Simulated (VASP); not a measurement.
In2C, 3 atoms in the cell. The structure is cubic, space group Fm-3m (No. 225). Conventional cell: a = 6.169 Å, b = 6.169 Å, c = 6.169 Å, α = 90.00°, β = 90.00°, γ = 90.00°. In (site symmetry -43m) has 4 C at 2.67 Å and 6 In at 3.08 Å within 3.5 Å. Within 3.5 Å of C (site symmetry m-3m) lie 8 In at 2.67 Å. The cell was built from a structure type or drawn by symmetry, and may not be a known phase.

* Program: VASP 6.6.1
* Task: single point
* Functional: PBE
* Potentials or basis: VASP PAW PBE potentials, release 64 (In_d, C)
* Cutoff: 520 eV
* k mesh: 4 × 4 × 4
* Occupations: gaussian, width 0.1 eV
* Spin: no spin polarisation
* Dipole correction: no
* Further INCAR settings: ALGO = Normal; EDIFF = 1e-06; NBANDS = 22

Potentials or basis: VASP PAW PBE potentials, release 64 (In_d, C).

The run is started by

```bash
$ cat potpaw_PBE.64/In_d/POTCAR potpaw_PBE.64/C/POTCAR > POTCAR
$ mpirun -np 1 vasp_std > vasp.out
```

Hardware: 1 thread of AMD EPYC 7R43 64-Core Processor (Zen 3), with other jobs on the host.

How long does it take, and how much memory?

It took 12 s on 1 thread of AMD EPYC 7R43 64-Core Processor (Zen 3), with other jobs on the host, peak memory 0.14 GiB. Counts: scf iterations 13, k points 8.
